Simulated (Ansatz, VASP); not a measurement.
One calculation of TiAl, two programs

INCAR

```
PREC     = Accurate       # precision mode
ENCUT    = 520            # plane-wave cutoff, eV
EDIFF    = 1E-6           # SCF threshold, eV
ISMEAR   = 0              # smearing method
SIGMA    = 0.15           # smearing width, eV
LREAL    = False          # projectors in reciprocal space
LASPH    = True           # aspherical terms in the spheres
NELM     = 60             # most SCF steps
ALGO     = Normal         # electronic algorithm
ISIF     = 2              # what is computed and relaxed
LWAVE    = False          # write WAVECAR
LCHARG   = False          # write CHGCAR
GGA      = PS             # functional
NBANDS   = 14             # bands
```

The input KPOINTS:

```
regular mesh
0
Gamma
  18 18 10
```

POSCAR

```
TiAl
1.0
    2.9532800997      0.0000000000      0.0000000000
   -1.4766400498      2.5576155908      0.0000000000
    0.0000000000      0.0000000000      4.7482542450
Ti Al
1 1
Direct
    0.0000000000      0.0000000000      0.0000000000
    0.3333333333      0.6666666667      0.5000000000
```

Input for Ansatz:

```yaml
crystal:
  lattice:
    - [2.9532800997, 0.0, 0.0]
    - [-1.4766400498, 2.5576155908, 0.0]
    - [0.0, 0.0, 4.748254245]
  atoms:
    - { symbol: Ti, position: [0.0, 0.0, 0.0] }
    - { symbol: Al, position: [0.3333333333, 0.6666666667, 0.5] }
basis:
  ecutwfc: 420
kpoints:
  mp_grid: { grid: [18, 18, 10] }
hamiltonian:
  xc: pbesol
scf:
  occupations: { method: gaussian, width: 0.15 }
output:
  forces: true
  stress: true
  eigenvalues: true
```

Change from the starting cell: strain +0.030 along x and y, +0.015 along z, atoms carried along.

Alike in both runs: task single point; functional PBEsol; k mesh 18 × 18 × 10; occupations gaussian, width 0.15 eV; no spin polarisation.

```csv
,VASP,Ansatz
version,VASP 6.6.1,Ansatz 0.2.0
potentials or method,"VASP PAW PBE potentials, release 64 (Ti_sv, Al), cutoff 520 eV","scalar-relativistic, plane waves, PAW"
valence electrons in the cell,15,15
```

```csv
,VASP,Ansatz,Ansatz less VASP
gap on the k mesh at the Fermi level (eV),none,none,-
pressure (GPa),-9.2,-9.2,-0.01
"traceless stress, the component that is largest in VASP (GPa)",-0.36,-0.41,-0.044
```

VASP's potentials were made for PBE, not for PBEsol. A gap of «none» marks a metal or a gap that the smearing closes.
